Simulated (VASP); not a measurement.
# Os in VASP: notebook, part 2 of 2

VASP 6.6.1. Earlier steps stand in the parts before.

### Step 4. Electric field gradients, PBE (13.84 Å³/atom)

This run uses another cell than the first one, of 13.84 Å³/atom.

The input, INCAR:

```
SYSTEM = Os
PREC = Accurate
ENCUT = 520
EDIFF = 1E-8
ISMEAR = -1
SIGMA = 0.03
LREAL = .False.
LASPH = .True.
NELM = 100
ALGO = Normal
ISIF = 2
LWAVE = .False.
LCHARG = .False.
GGA = PE
LEFG = .True.
NBANDS = 10
```

The input, KPOINTS:

```
Automatic mesh
0
Gamma
  14 14 14
  0 0 0
```

The input, POSCAR:

```
Os
1.0
    0.0000000000      1.9056327398      1.9056327398
    1.9056327398      0.0000000000      1.9056327398
    1.9056327398      1.9056327398      0.0000000000
Os
1
Direct
    0.0000000000      0.0000000000      0.0000000000
```

Potentials or basis: VASP PAW PBE potentials, release 64 (Os).

Started as:

```
cat potpaw_PBE.64/Os/POTCAR > POTCAR
mpirun -np 1 vasp_std > vasp.out
```

OUTCAR:

```text
SYSTEM = Os
   PREC = Accurate
   ENCUT = 520
   EDIFF = 1E-8
   ISMEAR = -1
   LREAL = .False.
   LASPH = .True.
   NELM = 100
   ISIF = 2
   GGA = PE

 ion  position               nearest neighbor table
   1  0.000  0.000  0.000-

  LATTYP: Found a face centered cubic cell.
 ALAT       =     3.8112654796

  Lattice vectors:

 A1 = (   0.0000000000,   1.9056327398,   1.9056327398)
 A2 = (   1.9056327398,   0.0000000000,   1.9056327398)
 A3 = (   1.9056327398,   1.9056327398,   0.0000000000)

Analysis of symmetry for initial positions (statically):
=====================================================================
 Subroutine PRICEL returns:
 Original cell was already a primitive cell.

 Routine SETGRP: Setting up the symmetry group for a
 face centered cubic supercell.

 Subroutine GETGRP returns: Found 48 space group operations
 (whereof 48 operations were pure point group operations)
 out of a pool of 48 trial point group operations.

The static configuration has the point symmetry O_h .

Analysis of symmetry for dynamics (positions and initial velocities):
=====================================================================
 Subroutine PRICEL returns:
 Original cell was already a primitive cell.

 Routine SETGRP: Setting up the symmetry group for a
 face centered cubic supercell.

 Subroutine GETGRP returns: Found 48 space group operations
 (whereof 48 operations were pure point group operations)
 out of a pool of 48 trial point group operations.

The dynamic configuration has the point symmetry O_h .

 Subroutine INISYM returns: Found 48 space group operations
 (whereof 48 operations are pure point group operations),
 and found     1 'primitive' translations

----------------------------------------------------------------------------------------

                                     Primitive cell

  volume of cell :      13.8404

  direct lattice vectors                    reciprocal lattice vectors
     0.000000000  1.905632740  1.905632740    -0.262380043  0.262380043  0.262380043
     1.905632740  0.000000000  1.905632740     0.262380043 -0.262380043  0.262380043
     1.905632740  1.905632740  0.000000000     0.262380043  0.262380043 -0.262380043

  length of vectors
     2.694971666  2.694971666  2.694971666     0.454455565  0.454455565  0.454455565

  position of ions in fractional coordinates (direct lattice)
     0.000000000  0.000000000  0.000000000

  ion indices of the primitive-cell ions
   primitive index   ion index
                 1           1

----------------------------------------------------------------------------------------

 KPOINTS: Automatic mesh

Automatic generation of k-mesh.
 Grid dimensions read from file:
 generate k-points for:   14   14   14

[... 69 lines left out ...]
   ISIF   =      2    stress and relaxation
   ISYM   =      2    0-nonsym 1-usesym 2-fastsym
   POTIM  = 0.5000    time-step for ionic-motion
   TEBEG  =    0.0;   TEEND  =   0.0 temperature during run
   PSTRESS=    0.0 pullay stress
   NELECT =       8.0000    total number of electrons
   NUPDOWN=      -1.0000    fix difference up-down
   EMIN   =  10.00;   EMAX   =-10.00  energy-range for DOS
   EFERMI =   0.00;   METHOD = LEGACY
   ISMEAR =    -1;   SIGMA  =   0.03  broadening in eV -4-tet -1-fermi 0-gaus
   EFERMI_NEDOS =   21; number of points for ismear=-14 and -15
   IALGO  =     38    algorithm
   IMIX   =      4    mixing-type and parameters
     AMIX     =   0.40;   BMIX     =  1.00
     AMIX_MAG =   1.60;   BMIX_MAG =  1.00
  volume/ion in A,a.u.               =      13.84        93.40
  Fermi-wavevector in a.u.,A,eV,Ry     =   1.363711  2.577040 25.302853  1.859707
  Thomas-Fermi vector in A             =   2.490090
   LORBIT       =      0    0 simple, 1 ext, 2 COOP (PROOUT), +10 PAW based schemes
   GGA     = PE    functional components
   LHFCALC =     F    Hartree Fock is set to
   AEXX    =    0.0000 exact exchange contribution
   IVDW    =     0    specifies the selected vdW correction
   LEPSILON=     F    determine dielectric tensor
   LRPA    =     F    only Hartree local field effects (RPA)
 non-spin polarized calculation
  energy-cutoff  :      520.00
  volume of cell :       13.84
 maximum number of plane-waves:       388
   NGX =  9   NGY =  9   NGZ =  9

 number of electron       7.9999999 magnetization

 Free energy of the ion-electron system (eV)
  ---------------------------------------------------
  ext. energy  EPLUGINS =         0.00000000
  ---------------------------------------------------
  free energy    TOTEN  =       -11.08082876 eV

  energy without entropy =      -11.07635747  energy(sigma->0) =      -11.07859312

 E-fermi :   9.4613     XC(G=0): -14.1192

 val. band max:        9.4440374453   @ k =  -0.3571   0.3571   0.0000
 cond. band min:       9.4617962033   @ k =  -0.4286   0.3571   0.1429
 fundamental gap:      0.0177587580
 Fermi energy:         9.4612990909

 k-point     1 :       0.0000    0.0000    0.0000
  band No.  band energies     occupation
      1      -1.4116      2.00000
      2       6.4586      2.00000
      3       6.4586      2.00000
      4       6.4586      2.00000
      5       9.5615      0.06841
      6       9.5615      0.06841
      7      23.7586      0.00000
      8      29.6399      0.00000
      9      29.6399      0.00000
     10      29.6399      0.00000
[... 287 lines left out ...]
 k-point    24 :       0.2857    0.1429    0.0000
  band No.  band energies     occupation
      1       1.4808      2.00000
      2       4.8701      2.00000
      3       6.8032      2.00000
      4       7.7084      2.00000
      5       9.2081      1.99957
      6      10.6527      0.00000
      7      25.1608      0.00000
      8      28.2609      0.00000
      9      30.7212      0.00000
     10      31.3401      0.00000

 [... further k-points ...]

------------------------ aborting loop because EDIFF is reached ----------------------------------------

  FORCE on cell =-STRESS in cart. coord.  units (eV):
  Direction    XX          YY          ZZ          XY          YZ          ZX
  --------------------------------------------------------------------------------------
  -------------------------------------------------------------------------------------
  Total        1.3257704      1.3257704      1.3257704      0.0000000      0.0000000      0.0000000
  in kB      153.4727553    153.4727553    153.4727553      0.0000000      0.0000000      0.0000000
  external PRESSURE =     153.4727553 kB  Pullay stress =       0.0000000 kB

 VOLUME and BASIS-vectors are now :
 -----------------------------------------------------------------------------
  energy-cutoff  :      520.00
  volume of cell :       13.84
      direct lattice vectors                 reciprocal lattice vectors
     0.000000000  1.905632740  1.905632740    -0.262380043  0.262380043  0.262380043
     1.905632740  0.000000000  1.905632740     0.262380043 -0.262380043  0.262380043
     1.905632740  1.905632740  0.000000000     0.262380043  0.262380043 -0.262380043

 POSITION                                       TOTAL-FORCE (eV/Angst)
 -----------------------------------------------------------------------------------
      0.00000      0.00000      0.00000         0.000000      0.000000      0.000000
 -----------------------------------------------------------------------------------
    total drift:                               -0.000000     -0.000000     -0.000000

  FREE ENERGIE OF THE ION-ELECTRON SYSTEM (eV)
  ---------------------------------------------------
  free  energy   TOTEN  =       -11.0808287636 eV

  energy  without entropy=      -11.0763574734  energy(sigma->0) =      -11.07859312

 Electric field gradients (V/A^2)
---------------------------------------------------------------------
 ion       V_xx      V_yy      V_zz      V_xy      V_xz      V_yz
---------------------------------------------------------------------
   1      -0.000    -0.000     0.000    -0.000    -0.000    -0.000
---------------------------------------------------------------------

 Electric field gradients after diagonalization (V/A^2)
 (convention: |V_zz| > |V_xx| > |V_yy|)
----------------------------------------------------------------------
 ion       V_xx      V_yy      V_zz     asymmetry (V_yy - V_xx)/ V_zz
----------------------------------------------------------------------
   1       0.000     0.000    -0.000       0.000
----------------------------------------------------------------------

           NMR quadrupolar parameters

 Cq : quadrupolar parameter    Cq=e*Q*V_zz/h
 eta: asymmetry parameters     (V_yy - V_xx)/ V_zz
 Q  : nuclear electric quadrupole moment in mb (millibarn)
----------------------------------------------------------------------
 ion       Cq(MHz)       eta       Q (mb)
----------------------------------------------------------------------
   1      -0.000       0.000       1.000
----------------------------------------------------------------------
```

stdout:

```text
POSCAR found type information on POSCAR Os
 POSCAR found :  1 types and       1 ions
 scaLAPACK will be used
 LDA part: xc-table for (Slater+PW92), standard interpolation
 POSCAR, INCAR and KPOINTS ok, starting setup
 FFT: planning ... GRIDC
 FFT: planning ... GRID_SOFT
 FFT: planning ... GRID
 WAVECAR not read
 entering main loop
ion   1
```

It took 20 s on 1 thread of AMD EPYC 7R13, shared host; peak memory 0.11 GiB.

Results:

```yaml
Free_energy: -11.0808 eV
Pressure: 15.3 GPa
Band_gap_on_the_k_mesh: zero (bands 4 and 5 overlap by 3.83 eV)
Largest_electric_field_gradient_by_atom: zero within the noise of the run
```

Caveat: the cell stands under pressure; spin-orbit coupling is left out, which moves the levels of the heavy elements.

### Step 5. Overview

| cell | gap on the mesh (eV) | pressure (GPa) |
| --- | --- | --- |
| a = 2.765, b = 2.765, c = 2.724 Å, angles 60.5, 60.5, 59.0°, 1 atom | none | -9.6 |
| a = 2.758, b = 2.758, c = 2.737 Å, angles 60.2, 60.2, 59.5°, 1 atom | none | -9.7 |
| a = 2.695 Å, angles 60.0°, 1 atom | none | 15.3 |

Alike in all rows: task electric field gradients; level PBE; potentials or basis VASP PAW PBE potentials, release 64 (Os); no spin polarisation; k mesh 14 × 14 × 14; cutoff (eV) 520; smearing fermi-dirac 0.03 eV.

Caveats: spin-orbit coupling is left out, which moves the levels of the heavy elements; the cell stands under tension (at least some runs); the cell stands under pressure (at least some runs).

Absolute energies hang on the potentials; compare differences alone.
